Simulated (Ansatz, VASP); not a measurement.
One calculation of Ga, two programs

```
Ga
1.0
     2.93582   -1.86321    0.00000
     2.93582    1.86321    0.00000
    -2.13543    0.00000    4.07308
Ga
2
Direct
  0.06400 0.06400 0.15300
  0.93600 0.93600 0.84700
```

Alike in both runs: task single point; functional PBE; k mesh 6 × 6 × 4; occupations gaussian, width 0.1 eV; no spin polarisation.

|  | VASP | Ansatz |
| --- | --- | --- |
| version | VASP 6.6.1 | Ansatz 0.2.0 |
| potentials or method | VASP PAW PBE potentials, release 64 (Ga_d), cutoff 520 eV | scalar-relativistic, plane waves, PAW |
| valence electrons in the cell | 26 | 26 |

|  | VASP | Ansatz | Ansatz less VASP |
| --- | --- | --- | --- |
| gap on the k mesh at the Fermi level (eV) | none | none | - |
| rms of the force components (eV/Å) | 60.816 | 75.791 | +14.9750 |

Atom by atom the forces differ by 14.975 eV/Å (rms over components). A gap of «none» marks a metal or a gap that the smearing closes. The functional is the same, so the differences come from potentials, cutoffs and numerics.

The k mesh is coarse, so the values compare programs but aren't converged.
